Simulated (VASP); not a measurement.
# In4P5 in VASP: a series of runs

The runs below take In4P5 through single point, with PBE.

Program: VASP 6.6.1. These are calculated values, not measurements. Logs are shortened: lines on timing, memory, paths and dates and some standing lists are left out, and cuts for length are marked.

### 1 The cell of the first run

The cell holds a slab with vacuum, 9 atoms: a = 3.918 Å, b = 3.918 Å, c = 27.795 Å, α = 90.00°, β = 90.00°, γ = 120.00°.

### 2 Single point, PBE

Contents of INCAR:

```
SYSTEM = In4P5
ALGO = Normal ; DIPOL = 0.5 0.5 0.500
EDIFF = 1E-6 ; ENCUT = 520
GGA = PE ; IDIPOL = 3
ISIF = 2 ; ISMEAR = 0
LASPH = .TRUE. ; LCHARG = .TRUE.
LDIPOL = .TRUE. ; LELF = .TRUE.
LREAL = .FALSE. ; LVACPOTAV = .TRUE.
LVHAR = .TRUE. ; LWAVE = .FALSE.
NBANDS = 48 ; NELM = 100
PREC = Accurate ; SIGMA = 0.1
```

Contents of KPOINTS:

```
k-points
0
G
  9 9 1
  0 0 0
```

Contents of POSCAR:

```
In4P5
1.0
    3.9175984294      0.0000000000      0.0000000000
   -1.9587992147      3.3927397617      0.0000000000
    0.0000000000      0.0000000000     27.7948228922
P In
5 4
Direct
    0.3333333333      0.6666666667      0.2698344231
    0.0000000000      0.0000000000      0.3849172115
    0.6666666667      0.3333333333      0.5000000000
    0.3333333333      0.6666666667      0.6150827885
    0.0000000000      0.0000000000      0.7301655769
    0.6666666667      0.3333333333      0.3273758173
    0.3333333333      0.6666666667      0.4424586058
    0.0000000000      0.0000000000      0.5575413942
    0.6666666667      0.3333333333      0.6726241827
```

Potentials or basis: VASP PAW PBE potentials, release 64 (P, In_d).

Run with:

```console
$ cat potpaw_PBE.64/P/POTCAR potpaw_PBE.64/In_d/POTCAR > POTCAR
$ mpirun -np 1 vasp_std > vasp.out
```

OUTCAR:

```text
SYSTEM = In4P5
   EDIFF = 1E-6
   ENCUT = 520
   GGA = PE
   ISIF = 2
   ISMEAR = 0
   LASPH = .TRUE.
   LREAL = .FALSE.
   NELM = 100
   PREC = Accurate

 ion  position               nearest neighbor table
   1  0.333  0.667  0.270-   6 2.77   6 2.77   6 2.77
   2  0.000  0.000  0.385-   6 2.77   6 2.77   6 2.77   7 2.77   7 2.77   7 2.77
   3  0.667  0.333  0.500-   7 2.77   8 2.77   7 2.77   8 2.77   8 2.77   7 2.77
   4  0.333  0.667  0.615-   9 2.77   9 2.77   9 2.77   8 2.77   8 2.77   8 2.77
   5  0.000  0.000  0.730-   9 2.77   9 2.77   9 2.77
   6  0.667  0.333  0.327-   1 2.77   2 2.77   1 2.77   2 2.77   2 2.77   1 2.77   7 3.92   7 3.92
                             7 3.92
   7  0.333  0.667  0.442-   3 2.77   3 2.77   3 2.77   2 2.77   2 2.77   2 2.77   8 3.92   8 3.92
                             8 3.92   6 3.92   6 3.92   6 3.92
   8  0.000  0.000  0.558-   3 2.77   3 2.77   3 2.77   4 2.77   4 2.77   4 2.77   7 3.92   7 3.92
                             7 3.92   9 3.92   9 3.92   9 3.92
   9  0.667  0.333  0.673-   4 2.77   5 2.77   4 2.77   5 2.77   5 2.77   4 2.77   8 3.92   8 3.92
                             8 3.92

  LATTYP: Found a hexagonal cell.
 ALAT       =     3.9175984294
 C/A-ratio  =     7.0948626801

  Lattice vectors:

 A1 = (   3.9175984294,   0.0000000000,   0.0000000000)
 A2 = (  -1.9587992147,   3.3927397617,   0.0000000000)
 A3 = (   0.0000000000,   0.0000000000,  27.7948228922)

Analysis of symmetry for initial positions (statically):
=====================================================================
 Subroutine PRICEL returns:
 Original cell was already a primitive cell.

 Routine SETGRP: Setting up the symmetry group for a
 hexagonal supercell.

 Subroutine GETGRP returns: Found 12 space group operations
 (whereof  6 operations were pure point group operations)
 out of a pool of 24 trial point group operations.

The static configuration has the point symmetry C_3v.
 The point group associated with its full space group is D_3d.

Analysis of symmetry for dynamics (positions and initial velocities):
=====================================================================
 Subroutine PRICEL returns:
 Original cell was already a primitive cell.

 Routine SETGRP: Setting up the symmetry group for a
 hexagonal supercell.

 Subroutine GETGRP returns: Found 12 space group operations
 (whereof  6 operations were pure point group operations)
 out of a pool of 24 trial point group operations.

The dynamic configuration has the point symmetry C_3v.
 The point group associated with its full space group is D_3d.

 Subroutine INISYM returns: Found 12 space group operations
 (whereof  6 operations are pure point group operations),
 and found     1 'primitive' translations

[... 112 lines left out ...]
   IALGO  =     38    algorithm
   IMIX   =      4    mixing-type and parameters
     AMIX     =   0.40;   BMIX     =  1.00
     AMIX_MAG =   1.60;   BMIX_MAG =  1.00
  volume/ion in A,a.u.               =      41.05       277.01
  Fermi-wavevector in a.u.,A,eV,Ry     =   0.970645  1.834252 12.818744  0.942151
  Thomas-Fermi vector in A             =   2.100797
   LORBIT       =      0    0 simple, 1 ext, 2 COOP (PROOUT), +10 PAW based schemes
   GGA     = PE    functional components
   LHFCALC =     F    Hartree Fock is set to
   AEXX    =    0.0000 exact exchange contribution
   IVDW    =     0    specifies the selected vdW correction
   LEPSILON=     F    determine dielectric tensor
   LRPA    =     F    only Hartree local field effects (RPA)
 non-spin polarized calculation
 Gauss-broadening in eV      SIGMA  =   0.10
  energy-cutoff  :      520.00
  volume of cell :      369.43
 maximum number of plane-waves:     10033
 NGX is ok and might be reduce to    30
   NGX = 15   NGY = 15   NGZ =103

 dipolmoment           0.000000      0.000000      0.000000 electrons x Angstroem

 number of electron      77.0000006 magnetization

 dipolmoment           0.000000      0.000000     -0.000000 electrons x Angstroem

 Free energy of the ion-electron system (eV)
  ---------------------------------------------------
  ext. energy  EPLUGINS =         0.00000000
  ---------------------------------------------------
  free energy    TOTEN  =       -34.16910177 eV

  energy without entropy =      -34.13457953  energy(sigma->0) =      -34.15184065

 E-fermi :   0.6586     XC(G=0):  -5.9482

 val. band max:        0.6333448356   @ k =   0.0000   0.0000   0.0000
 cond. band min:       0.6605301991   @ k =   0.1111   0.1111   0.0000
 fundamental gap:      0.0271853634
 Fermi energy:         0.6586411618

 k-point     1 :       0.0000    0.0000    0.0000
  band No.  band energies     occupation
      1     -13.6293      2.00000
      2     -13.6293      2.00000
      3     -13.5981      2.00000
      4     -13.5981      2.00000
      5     -13.5712      2.00000
      6     -13.5656      2.00000
[... 601 lines left out ...]
     47       5.9342      0.00000
     48       6.5614      0.00000

------------------------ aborting loop because EDIFF is reached ----------------------------------------

  FORCE on cell =-STRESS in cart. coord.  units (eV):
  Direction    XX          YY          ZZ          XY          YZ          ZX
  --------------------------------------------------------------------------------------
  -------------------------------------------------------------------------------------
  Total       -3.9872332     -3.9872332     -1.4406320      0.0000000      0.0000000     -0.0000000
  in kB      -17.2921042    -17.2921042     -6.2478308      0.0000000      0.0000000     -0.0000000
  external PRESSURE =     -13.6106797 kB  Pullay stress =       0.0000000 kB

 VOLUME and BASIS-vectors are now :
 -----------------------------------------------------------------------------
  energy-cutoff  :      520.00
  volume of cell :      369.43
      direct lattice vectors                 reciprocal lattice vectors
     3.917598429  0.000000000  0.000000000     0.255258424  0.147373520  0.000000000
    -1.958799215  3.392739762  0.000000000     0.000000000  0.294747039  0.000000000
     0.000000000  0.000000000 27.794822892     0.000000000  0.000000000  0.035977923

 POSITION                                       TOTAL-FORCE (eV/Angst)
 -----------------------------------------------------------------------------------
     -0.00000      2.26183      7.50000        -0.000000      0.000000      0.605557
      0.00000      0.00000     10.69871         0.000000      0.000000      0.175704
      1.95880      1.13091     13.89741         0.000000      0.000000      0.000000
     -0.00000      2.26183     17.09612        -0.000000      0.000000     -0.175704
      0.00000      0.00000     20.29482        -0.000000      0.000000     -0.605557
      1.95880      1.13091      9.09935        -0.000000      0.000000     -0.813150
     -0.00000      2.26183     12.29806        -0.000000      0.000000      0.098017
      0.00000      0.00000     15.49676         0.000000     -0.000000     -0.098017
      1.95880      1.13091     18.69547         0.000000     -0.000000      0.813150
 -----------------------------------------------------------------------------------
    total drift:                               -0.000000      0.000000      0.000000

  FREE ENERGIE OF THE ION-ELECTRON SYSTEM (eV)
  ---------------------------------------------------
  free  energy   TOTEN  =       -34.1691017655 eV

  energy  without entropy=      -34.1345795320  energy(sigma->0) =      -34.15184065

 vacuum level on the upper side and lower side of the slab         6.502         6.502
```

OSZICAR:

```text
N       E                     dE             d eps       ncg     rms          rms(c)
DAV:   1     0.710431390560E+03    0.71043E+03   -0.33309E+04  1208   0.155E+03
DAV:   2     0.602225454582E+02   -0.65021E+03   -0.63123E+03  1200   0.398E+02
DAV:   3    -0.298881554815E+02   -0.90111E+02   -0.88274E+02  1424   0.181E+02
DAV:   4    -0.348924115969E+02   -0.50043E+01   -0.49547E+01  1416   0.425E+01
[... 24 lines left out ...]
DAV:  29    -0.341690889599E+02   -0.66385E-05   -0.44939E-07   856   0.424E-03    0.105E-02
DAV:  30    -0.341690926246E+02   -0.36647E-05   -0.36624E-07   808   0.295E-03    0.616E-03
DAV:  31    -0.341690970843E+02   -0.44597E-05   -0.12277E-07   760   0.237E-03    0.497E-03
DAV:  32    -0.341691011734E+02   -0.40891E-05   -0.14001E-07   760   0.139E-03    0.209E-03
DAV:  33    -0.341691017655E+02   -0.59210E-06   -0.44665E-08   736   0.112E-03
   1 F= -.34169102E+02 E0= -.34151841E+02  d E =-.345222E-01
```

stdout:

```text
POSCAR found type information on POSCAR P In
 POSCAR found :  2 types and       9 ions
 scaLAPACK will be used
 LDA part: xc-table for (Slater+PW92), standard interpolation
 POSCAR, INCAR and KPOINTS ok, starting setup
 FFT: planning ... GRIDC
 FFT: planning ... GRID_SOFT
 FFT: planning ... GRID
 WAVECAR not read
 entering main loop
 -----------------------------------------------------------------------------
|                                                                             |
|           W    W    AA    RRRRR   N    N  II  N    N   GGGG   !!!           |
|           W    W   A  A   R    R  NN   N  II  NN   N  G    G  !!!           |
|           W    W  A    A  R    R  N N  N  II  N N  N  G       !!!           |
|           W WW W  AAAAAA  RRRRR   N  N N  II  N  N N  G  GGG   !            |
|           WW  WW  A    A  R   R   N   NN  II  N   NN  G    G                |
|           W    W  A    A  R    R  N    N  II  N    N   GGGG   !!!           |
|                                                                             |
|     Did not find any points to average over, which means that no vacuum     |
|     field-free region was found. Please increase the size of  your cell     |
|     in the dimension of the dipole correction to obtain accurate            |
|     workfunction values.                                                    |
|                                                                             |
 -----------------------------------------------------------------------------
```

It took 10 min on 1 thread of Intel Xeon Platinum 8375C at 2.90GHz (Ice Lake), shared host; peak memory 0.52 GiB.

What came out:

```
Free energy   : -34.1691 eV
Largest force : 0.813 eV/Å
```

Forces on the atoms (eV/Å):
```
P    0.000  0.000  0.606
P    0.000  0.000  0.176
P    0.000  0.000  0.000
P    0.000  0.000 -0.176
P    0.000  0.000 -0.606
In   0.000  0.000 -0.813
In   0.000  0.000  0.098
In   0.000  0.000 -0.098
In   0.000  0.000  0.813
```

Levels at points of the mesh, in eV from the Fermi level:
| k point | band 34 | band 35 | band 36 | band 37 | band 38 | band 39 | band 40 | band 41 | band 42 | band 43 |
| --- | --- | --- | --- | --- | --- | --- | --- | --- | --- | --- |
| (0.00, 0.00, 0.00) | -0.20 | -0.03 | -0.03 | 0.71 | 0.71 | 0.72 | 0.72 | 1.51 | 2.46 | 2.56 |

Caveat: spin-orbit coupling is left out, which moves the levels of the heavy elements.

### 3 Single point, PBE

Contents of INCAR:

```
SYSTEM = In4P5
PREC     = Accurate       ! precision mode
ENCUT    = 520            ! plane-wave cutoff, eV
EDIFF    = 1E-7           ! SCF threshold, eV
ISMEAR   = 0              ! smearing method
SIGMA    = 0.1            ! smearing width, eV
LREAL    = .False.        ! projectors in reciprocal space
LASPH    = .True.         ! aspherical terms in the spheres
NELM     = 100            ! most SCF steps
ALGO     = Normal         ! electronic algorithm
ISIF     = 2              ! what is computed and relaxed
LWAVE    = .False.        ! write WAVECAR
LCHARG   = .True.         ! write CHGCAR
LDIPOL   = .True.       
IDIPOL   = 3            
DIPOL    = 0.5 0.5 0.500
GGA      = PE             ! functional
LELF     = .True.         ! ELF
LVHAR    = .True.       
LVACPOTAV= .True.       
NBANDS   = 48             ! bands
```

Contents of KPOINTS:

```
regular mesh
0
Gamma
  9 9 1
  0 0 0
```

Contents of POSCAR:

```
In4P5
1.0
    3.9175984294      0.0000000000      0.0000000000
   -1.9587992147      3.3927397617      0.0000000000
    0.0000000000      0.0000000000     27.7948228922
P In
5 4
Direct
    0.3333333333      0.6666666667      0.2773282652
    0.0000000000      0.0000000000      0.3886618655
    0.6666666667      0.3333333333      0.5000000018
    0.3333333333      0.6666666667      0.6113381325
    0.0000000000      0.0000000000      0.7226717291
    0.6666666667      0.3333333333      0.3216552171
    0.3333333333      0.6666666667      0.4415853167
    0.0000000000      0.0000000000      0.5584146915
    0.6666666667      0.3333333333      0.6783447805
```

Potentials or basis: VASP PAW PBE potentials, release 64 (P, In_d).

Run with:

```console
$ cat potpaw_PBE.64/P/POTCAR potpaw_PBE.64/In_d/POTCAR > POTCAR
$ mpirun -np 1 vasp_std > vasp.out
```

It took 13 min on 1 thread of Intel Xeon Platinum 8375C at 2.90GHz (Ice Lake), shared host; peak memory 0.53 GiB.

The run converged. Its results:

| Property | Result |
| --- | --- |
| Free energy | -34.4355 eV |
| Largest force | 0.015 eV/Å |

Forces on the atoms (eV/Å):
```
P    0.000  0.000 -0.012
P    0.000  0.000 -0.015
P    0.000  0.000  0.000
P    0.000  0.000  0.015
P    0.000  0.000  0.012
In   0.000  0.000 -0.001
In   0.000  0.000 -0.003
In   0.000  0.000  0.003
In   0.000  0.000  0.001
```

Levels at points of the mesh, in eV from the Fermi level:
```tsv
k point	band 37	band 38	band 39	band 40	band 41	band 42
(0.00, 0.00, 0.00)	0.56	0.56	0.58	0.58	1.88	2.75
```

Caveat: spin-orbit coupling is left out, which moves the levels of the heavy elements.
